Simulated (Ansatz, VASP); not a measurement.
## Sc3B2P: VASP beside Ansatz

```
CELL_PARAMETERS angstrom
2.24995 -2.28999 0.00000
2.24995 2.28999 0.00000
0.00000 0.00000 9.44223
ATOMIC_POSITIONS crystal
Sc 0.00000 0.00000 0.82040
Sc 0.00000 0.00000 0.17960
Sc 0.50000 0.50000 0.50000
B 0.50000 0.50000 0.77580
B 0.50000 0.50000 0.22420
P 0.00000 0.00000 0.00000
```

Alike in both runs: task relaxation of cell and atoms; functional PBE; k mesh 6 × 6 × 2; occupations gaussian, width 0.1 eV; no spin polarisation.

|  | VASP | Ansatz |
| --- | --- | --- |
| version | VASP 6.6.1 | Ansatz 0.2.0 |
| potentials or method | VASP PAW PBE potentials, release 64 (Sc_sv, B, P), cutoff 600 eV | scalar-relativistic, plane waves, PAW |
| valence electrons in the cell | 44 | 44 |

VASP gave:

| Item | Value |
| --- | --- |
| gap on the k mesh at the Fermi level, each at its own relaxed structure (eV) | none |
| relaxed volume (Å³/atom) | 18.91 |
| relaxed cell length with the largest relative difference (Å) | 11.498 |

Q: What did Ansatz give for the same quantities?

A: gap on the k mesh at the Fermi level, each at its own relaxed structure (eV): none; relaxed volume (Å³/atom): 18.88; relaxed cell length with the largest relative difference (Å): 11.469.

A gap of «none» marks a metal or a gap that the smearing closes.

Noted on VASP's run: the volume moved by over 15 % at a fixed basis, so the end points are rough.
